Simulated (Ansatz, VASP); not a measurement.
## Fe: VASP beside Ansatz

Contents of INCAR:

```
ALGO = Normal
EDIFF = 1E-7
ENCUT = 520
GGA = PS
ISIF = 2
ISMEAR = 0
ISPIN = 2
LASPH = T
LCHARG = F
LMAXMIX = 4
LORBIT = 11
LREAL = F
LWAVE = F
MAGMOM = 2.16
NBANDS = 14
NELM = 150
PREC = Accurate
SIGMA = 0.05
```

KPOINTS

```
k-points
0
Gamma
  24 24 24
```

The input POSCAR:

```
Fe
1.0
   -1.3367158067      1.3367158067      1.3367158067
    1.3367158067     -1.3367158067      1.3367158067
    1.3367158067      1.3367158067     -1.3367158067
Fe
1
Direct
    0.0000000000      0.0000000000      0.0000000000
```

Input for Ansatz:

```yaml
crystal:
  lattice:
    - [-1.3367158067, 1.3367158067, 1.3367158067]
    - [1.3367158067, -1.3367158067, 1.3367158067]
    - [1.3367158067, 1.3367158067, -1.3367158067]
  atoms:
    - { symbol: Fe, position: [0.0, 0.0, 0.0], spin: 2.16 }
basis:
  ecutwfc: 420
  ecutrho_ratio: 4
kpoints:
  mp_grid: { grid: [24, 24, 24] }
hamiltonian:
  xc: pbesol
scf:
  occupations: { method: gaussian, width: 0.05 }
output:
  forces: true
  stress: true
  eigenvalues: true
  populations: true
magnetization:
  spin_polarized: true
```

Alike in both runs: task single point; functional PBEsol; k mesh 24 × 24 × 24; occupations gaussian, width 0.05 eV; collinear spin.

|  | VASP | Ansatz |
| --- | --- | --- |
| version | VASP 6.6.1 | Ansatz 0.2.0 |
| potentials or method | VASP PAW PBE potentials, release 64 (Fe), cutoff 520 eV | scalar-relativistic, plane waves, PAW |
| valence electrons in the cell | 8 | 16 |

Ansatz gave:

| Property | Result |
| --- | --- |
| gap on the k mesh at the Fermi level (eV) | none |
| net moment per atom (μB) | 1.89 |
| size of the moment on the site where the two differ most (μB) | 1.89 |

Task: Which values does VASP return?

Result: gap on the k mesh at the Fermi level (eV): none; net moment per atom (μB): 1.89; size of the moment on the site where the two differ most (μB): 1.86.

VASP's potentials were made for PBE, not for PBEsol. Site moments also hang on the region over which each program counts them. A gap of «none» marks a metal or a gap that the smearing closes. With one functional, cell and mesh, what is left measures potentials, basis and numerics. VASP's potentials hold 8 valence electrons a cell and Ansatz's 16, so a difference there can come from the potentials and not from the codes.
